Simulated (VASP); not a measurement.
SnO2, 6 atoms in the cell. The typed cell holds 6 atoms: a = 4.688 Å, b = 4.689 Å, c = 3.201 Å, α = 90.00°, β = 90.00°, γ = 90.00°.  This cell differs from its parent crystal: strain -0.015 along x and y, +0.000 along z.

* Program: VASP 6.6.1
* Task: single point
* Functional: r2SCAN
* Potentials or basis: VASP PAW PBE potentials, release 64 (Sn_d, O)
* Cutoff: 520 eV
* k mesh: 6 × 6 × 8
* Occupations: gaussian, width 0.05 eV
* Spin: no spin polarisation
* Dipole correction: no
* Further INCAR settings: ALGO = Normal; EDIFF = 1e-07; NBANDS = 35

Potentials or basis: VASP PAW PBE potentials, release 64 (Sn_d, O).

The run is started by

```bash
$ cat potpaw_PBE.64/Sn_d/POTCAR potpaw_PBE.64/O/POTCAR > POTCAR
$ cp INCAR.step1 INCAR
$ mpirun -np 1 vasp_std > vasp.out
$ cp INCAR.step2 INCAR
$ mpirun -np 1 vasp_std > vasp.out
```

Hardware: 1 thread of Oxide Virtual Turin-like Processor (shared host).

Question: Estimate the wall time of this run.

Answer: It took 14 min on 1 thread of Oxide Virtual Turin-like Processor, on a shared host, peak memory 0.25 GiB. Counts: k points 80.
